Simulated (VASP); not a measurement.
Wanted: the native input for a VASP 6.6.1 run.

```yaml
Task: single point
Functional: PBEsol
Potentials_or_basis: VASP PAW PBE potentials, release 64 (Rb_sv)
Cutoff: 520 eV
k_mesh: 14 × 14 × 14
Occupations: methfessel-paxton, width 0.1 eV
Spin: no spin polarisation
Dipole_correction: no
Further_INCAR_settings: ALGO = Normal; EDIFF = 1e-06; NBANDS = 10
```

The structure of Rb lies in POSCAR:

```
Rb
1.0
   -2.7950000000      2.7950000000      2.7950000000
    2.7950000000     -2.7950000000      2.7950000000
    2.7950000000      2.7950000000     -2.7950000000
Rb
1
Direct
    0.0000000000      0.0000000000      0.0000000000
```

These files were run (other wordings do the same):

INCAR

```
PREC = Accurate
ENCUT = 520
EDIFF = 1E-6
ISMEAR = 1
SIGMA = 0.1
LREAL = False
LASPH = True
NELM = 60
ALGO = Normal
ISIF = 2
LWAVE = False
LCHARG = False
GGA = PS
NBANDS = 10
```

KPOINTS

```
regular mesh
0
Gamma
  14 14 14
```

Potentials or basis: VASP PAW PBE potentials, release 64 (Rb_sv).

Run with:

```console
$ cat potpaw_PBE.64/Rb_sv/POTCAR > POTCAR
$ mpirun -np 1 vasp_std > vasp.out
```

Results of the run:

```yaml
Pressure: 0.0 GPa
Band_gap_on_the_k_mesh: zero (an odd number of electrons rules out a gap without spin polarisation)
```

Caveat: the PAW data sets were made with another functional, which shifts forces and pressure a little.

Wall time 43 s on 1 thread of Intel(R) Xeon(R) Platinum 8375C CPU @ 2.90GHz (Ice Lake), with other jobs on the host, peak memory 0.25 GiB.
